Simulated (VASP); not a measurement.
# Ir (Immm) in VASP: further runs

The runs below take Ir through single point, with PBEsol.

Everything below comes from runs of VASP 6.6.1. Logs are shortened: lines on timing, memory, paths and dates and some standing lists are left out, and cuts for length are marked.

## Step 1: The cell of the first run

It takes space group Immm (No. 71, orthorhombic). Conventional cell: a = 2.688 Å, b = 2.742 Å, c = 3.839 Å, α = 90.00°, β = 90.00°, γ = 90.00°. Within 3.5 Å of Ir (site symmetry mmm) lie 12 Ir at 2.69 to 2.74 Å.

## Step 2: Single point, PBEsol (strain -0.0200 x Voigt [0, 0, 0, 0, 0, 1])

Contents of INCAR:

```
SYSTEM = Ir
PREC = Accurate ; ENCUT = 520
EDIFF = 1E-6 ; ISMEAR = 0
SIGMA = 0.15 ; LREAL = .False.
LASPH = .True. ; NELM = 100
ALGO = Fast ; ISIF = 2
LWAVE = .False. ; LCHARG = .False.
GGA = PS ; NBANDS = 10
```

Contents of KPOINTS:

```
Automatic mesh
0
Gamma
  22 22 22
  0 0 0
```

Contents of POSCAR:

```
Ir
1.0
   -0.0191970000      1.9197000000      1.9197000000
    1.9197000000     -0.0191970000      1.9197000000
    1.9005030000      1.9005030000      0.0000000000
Ir
1
Direct
    0.0000000000      0.0000000000      0.0000000000
```

Potentials or basis: VASP PAW PBE potentials, release 64 (Ir).

The run is started by

```sh
> cat potpaw_PBE.64/Ir/POTCAR > POTCAR
> mpirun -np 1 vasp_std > vasp.out
```

OUTCAR:

```text
SYSTEM = Ir
   PREC = Accurate
   ENCUT = 520
   EDIFF = 1E-6
   ISMEAR = 0
   LREAL = .False.
   LASPH = .True.
   NELM = 100
   ISIF = 2
   GGA = PS

 ion  position               nearest neighbor table
   1  0.000  0.000  0.000-

  LATTYP: Found a body centered orthorhombic cell.
 ALAT       =     2.6877171179
 B/A-ratio  =     1.0202020202
 C/A-ratio  =     1.4284985479

  Lattice vectors:

 A1 = (   0.0191970000,  -1.9197000000,  -1.9197000000)
 A2 = (  -0.0191970000,   1.9197000000,  -1.9197000000)
 A3 = (   1.9197000000,  -0.0191970000,   1.9197000000)

Analysis of symmetry for initial positions (statically):
=====================================================================
 Subroutine PRICEL returns:
 Original cell was already a primitive cell.

 Routine SETGRP: Setting up the symmetry group for a
 body centered orthorhombic supercell.

 Subroutine GETGRP returns: Found  8 space group operations
 (whereof  8 operations were pure point group operations)
 out of a pool of  8 trial point group operations.

The static configuration has the point symmetry D_2h.

Analysis of symmetry for dynamics (positions and initial velocities):
=====================================================================
 Subroutine PRICEL returns:
 Original cell was already a primitive cell.

 Routine SETGRP: Setting up the symmetry group for a
 body centered orthorhombic supercell.

 Subroutine GETGRP returns: Found  8 space group operations
 (whereof  8 operations were pure point group operations)
 out of a pool of  8 trial point group operations.

The dynamic configuration has the point symmetry D_2h.

 Subroutine INISYM returns: Found  8 space group operations
 (whereof  8 operations are pure point group operations),
 and found     1 'primitive' translations

----------------------------------------------------------------------------------------

                                     Primitive cell

  volume of cell :      14.1477

  direct lattice vectors                    reciprocal lattice vectors
    -0.019197000  1.919700000  1.919700000    -0.257878577  0.257878577  0.260457363
     1.919700000 -0.019197000  1.919700000     0.257878577 -0.257878577  0.260457363
     1.900503000  1.900503000  0.000000000     0.263088246  0.263088246 -0.260457363

  length of vectors
     2.714933646  2.714933646  2.687717118     0.448152607  0.448152607  0.454168348

  position of ions in fractional coordinates (direct lattice)
     0.000000000  0.000000000  0.000000000

  ion indices of the primitive-cell ions
   primitive index   ion index
                 1           1

----------------------------------------------------------------------------------------

 KPOINTS: Automatic mesh

Automatic generation of k-mesh.
 Grid dimensions read from file:
 generate k-points for:   22   22   22

 Generating k-lattice:

  Cartesian coordinates                     Fractional coordinates (reciprocal lattice)
    -0.011721754  0.011721754  0.011838971     0.045454545  0.000000000  0.000000000
     0.011721754 -0.011721754  0.011838971     0.000000000  0.045454545  0.000000000
     0.011958557  0.011958557 -0.011838971    -0.000000000 -0.000000000  0.045454545

  Length of vectors
     0.020370573  0.020370573  0.020644016

  Shift w.r.t. Gamma in fractional coordinates (k-lattice)
     0.000000000  0.000000000  0.000000000

 Subroutine IBZKPT returns following result:
 ===========================================

 Found   1530 irreducible k-points:

 Following reciprocal coordinates:
            Coordinates               Weight
  0.000000  0.000000  0.000000      1.000000
  0.045455  0.000000  0.000000      4.000000
  0.090909  0.000000  0.000000      4.000000
  0.136364  0.000000  0.000000      4.000000
  0.181818  0.000000  0.000000      4.000000
  0.227273  0.000000  0.000000      4.000000
[... 16 lines left out ...]
  0.500000  0.045455  0.000000      4.000000
 -0.454545  0.045455  0.000000      4.000000
 [... further k-points ...]
   k-points           NKPTS =   1530   k-points in BZ     NKDIM =   1530   number of bands    NBANDS=     10
   number of dos      NEDOS =    301   number of ions     NIONS =      1
   total plane-waves  NPLWV =   8000
   dimension x,y,z NGX =    20 NGY =   20 NGZ =   20
   dimension x,y,z NGXF=    40 NGYF=   40 NGZF=   40
   ions per type =               1
   NGX,Y,Z   is equivalent  to a cutoff of  12.25, 12.25, 12.37 a.u.
   NGXF,Y,Z  is equivalent  to a cutoff of  24.49, 24.49, 24.74 a.u.
 SYSTEM =  Ir
   PREC   = accura    normal or accurate (medium, high low for compatibility)
   ISTART =      0    job   : 0-new  1-cont  2-samecut
   ICHARG =      2    charge: 1-file 2-atom 10-const
   ISPIN  =      1    spin polarized calculation?
   LNONCOLLINEAR =      F non collinear calculations
   LSORBIT =      F    spin-orbit coupling
   LASPH  =      T    aspherical Exc in radial PAW
   ENCUT  =  520.0 eV  38.22 Ry    6.18 a.u.   5.05  5.05  5.00*2*pi/ulx,y,z
   NELM   =    100;   NELMIN=  2; NELMDL= -5     # of ELM steps
   EDIFF  = 0.1E-05   stopping-criterion for ELM
   LREAL  =      F    real-space projection
   EDIFFG = 0.1E-04   stopping-criterion for IOM
   NSW    =      0    number of steps for IOM
   IBRION =     -1    ionic relax: 0-MD 1-quasi-New 2-CG
   NFREE  =      0    steps in history (QN), initial steepest desc. (CG)
   ISIF   =      2    stress and relaxation
   ISYM   =      2    0-nonsym 1-usesym 2-fastsym
   POTIM  = 0.5000    time-step for ionic-motion
   TEBEG  =    0.0;   TEEND  =   0.0 temperature during run
   PSTRESS=    0.0 pullay stress
   NELECT =       9.0000    total number of electrons
   NUPDOWN=      -1.0000    fix difference up-down
   EMIN   =  10.00;   EMAX   =-10.00  energy-range for DOS
   EFERMI =   0.00;   METHOD = LEGACY
   ISMEAR =     0;   SIGMA  =   0.15  broadening in eV -4-tet -1-fermi 0-gaus
   EFERMI_NEDOS =   21; number of points for ismear=-14 and -15
   IALGO  =     68    algorithm
   IMIX   =      4    mixing-type and parameters
     AMIX     =   0.40;   BMIX     =  1.00
     AMIX_MAG =   1.60;   BMIX_MAG =  1.00
  volume/ion in A,a.u.               =      14.15        95.47
  Fermi-wavevector in a.u.,A,eV,Ry     =   1.407970  2.660678 26.971917  1.982380
  Thomas-Fermi vector in A             =   2.530175
   LORBIT       =      0    0 simple, 1 ext, 2 COOP (PROOUT), +10 PAW based schemes
   GGA     = PS    functional components
   LHFCALC =     F    Hartree Fock is set to
   AEXX    =    0.0000 exact exchange contribution
   IVDW    =     0    specifies the selected vdW correction
   LEPSILON=     F    determine dielectric tensor
   LRPA    =     F    only Hartree local field effects (RPA)
 non-spin polarized calculation
 RMM-DIIS sequential band-by-band and
 Gauss-broadening in eV      SIGMA  =   0.15
  energy-cutoff  :      520.00
  volume of cell :       14.15
 maximum number of plane-waves:       390
   NGX = 11   NGY = 11   NGZ =  9

 number of electron       9.0000000 magnetization

 Free energy of the ion-electron system (eV)
  ---------------------------------------------------
  ext. energy  EPLUGINS =         0.00000000
  ---------------------------------------------------
  free energy    TOTEN  =        -9.81674416 eV

  energy without entropy =       -9.80450969  energy(sigma->0) =       -9.81062693

 E-fermi :  10.2175     XC(G=0): -14.1013

 val. band max:       10.2173038438   @ k =   0.4091   0.3636   0.0455
 cond. band min:      10.2183872665   @ k =   0.3636   0.0909   0.4545
 fundamental gap:      0.0010834228
 Fermi energy:        10.2175472549

 k-point     1 :       0.0000    0.0000    0.0000
  band No.  band energies     occupation
      1      -0.9444      2.00000
      2       6.1886      2.00000
      3       6.3281      2.00000
      4       6.5005      2.00000
      5       9.0620      2.00000
      6       9.0651      2.00000
      7      24.5604      0.00000
      8      29.8185      0.00000
      9      30.1443      0.00000
     10      30.4666      0.00000

 k-point     2 :       0.0455    0.0000    0.0000
  band No.  band energies     occupation
      1      -0.8536      2.00000
      2       6.1635      2.00000
      3       6.3419      2.00000
      4       6.5400      2.00000
      5       9.0389      2.00000
      6       9.0412      2.00000
      7      24.7163      0.00000
      8      29.4014      0.00000
      9      30.2132      0.00000
     10      30.6135      0.00000

 k-point     3 :       0.0909    0.0000    0.0000
  band No.  band energies     occupation
      1      -0.5874      2.00000
      2       6.0548      2.00000
      3       6.4210      2.00000
      4       6.6486      2.00000
      5       8.9833      2.00000
      6       8.9835      2.00000
      7      25.1593      0.00000
      8      28.3299      0.00000
      9      30.6416      0.00000
     10      31.0454      0.00000

 k-point     4 :       0.1364    0.0000    0.0000
  band No.  band energies     occupation
      1      -0.1656      2.00000
      2       5.8934      2.00000
      3       6.5428      2.00000
      4       6.7928      2.00000
      5       8.9336      2.00000
      6       8.9382      2.00000
      7      25.8057      0.00000
      8      27.0880      0.00000
      9      31.3540      0.00000
     10      31.7365      0.00000
[... 222 lines left out ...]
 k-point    22 :       0.4545    0.0455    0.0000
  band No.  band energies     occupation
      1       2.1563      2.00000
      2       6.1043      2.00000
      3       6.5244      2.00000
      4       8.4116      2.00000
      5      11.1242      0.00000
      6      11.1385      0.00000
      7      18.0603      0.00000
      8      24.5231      0.00000
      9      30.3756      0.00000
     10      30.4223      0.00000

 k-point    23 :       0.5000    0.0455    0.0000
  band No.  band energies     occupation
      1       2.1547      2.00000
      2       6.0633      2.00000
      3       6.4733      2.00000
      4       8.8967      2.00000
      5      11.2070      0.00000
      6      11.4449      0.00000
      7      17.3345      0.00000
      8      24.3402      0.00000
      9      29.8620      0.00000
     10      30.2224      0.00000

 k-point    24 :      -0.4545    0.0455    0.0000
  band No.  band energies     occupation
      1       2.1561      2.00000
      2       6.0786      2.00000
      3       6.4735      2.00000
      4       8.8297      2.00000
      5      11.0725      0.00000
      6      11.4437      0.00000
      7      17.5031      0.00000
      8      24.3816      0.00000
      9      29.7239      0.00000
     10      30.5209      0.00000

 [... further k-points ...]

------------------------ aborting loop because EDIFF is reached ----------------------------------------

  FORCE on cell =-STRESS in cart. coord.  units (eV):
  Direction    XX          YY          ZZ          XY          YZ          ZX
  --------------------------------------------------------------------------------------
  -------------------------------------------------------------------------------------
  Total       -0.1314689     -0.1314689     -0.1581038      0.4862350      0.0000000      0.0000000
  in kB      -14.8883678    -14.8883678    -17.9046627     55.0642971      0.0000000      0.0000000
  external PRESSURE =     -15.8937995 kB  Pullay stress =       0.0000000 kB

 VOLUME and BASIS-vectors are now :
 -----------------------------------------------------------------------------
  energy-cutoff  :      520.00
  volume of cell :       14.15
      direct lattice vectors                 reciprocal lattice vectors
    -0.019197000  1.919700000  1.919700000    -0.257878577  0.257878577  0.260457363
     1.919700000 -0.019197000  1.919700000     0.257878577 -0.257878577  0.260457363
     1.900503000  1.900503000  0.000000000     0.263088246  0.263088246 -0.260457363

 POSITION                                       TOTAL-FORCE (eV/Angst)
 -----------------------------------------------------------------------------------
      0.00000      0.00000      0.00000         0.000000     -0.000000      0.000000
 -----------------------------------------------------------------------------------
    total drift:                                0.000000      0.000000      0.000000

  FREE ENERGIE OF THE ION-ELECTRON SYSTEM (eV)
  ---------------------------------------------------
  free  energy   TOTEN  =        -9.8167441640 eV

  energy  without entropy=       -9.8045096918  energy(sigma->0) =       -9.81062693
```

It took 5.5 min on 1 thread of Intel Xeon Platinum 8259CL at 2.50GHz (Skylake/Cascade Lake), shared host; peak memory 0.33 GiB.

What came out:

- Free energy: -9.8167 eV
- Pressure: -1.6 GPa
- Band gap on the k mesh: zero (an odd number of electrons rules out a gap without spin polarisation)

Stress tensor (GPa, compression positive):
```
-1.49  5.51  0.00
 5.51 -1.49  0.00
 0.00  0.00 -1.79
```

Caveat: the cell differs from its parent crystal (strain -0.0200 x Voigt [0, 0, 0, 0, 0, 1]); the PAW data sets were made with another functional, which shifts forces and pressure a little; spin-orbit coupling is left out, which moves the levels of the heavy elements.

(Part 1 of 2 ends here.)
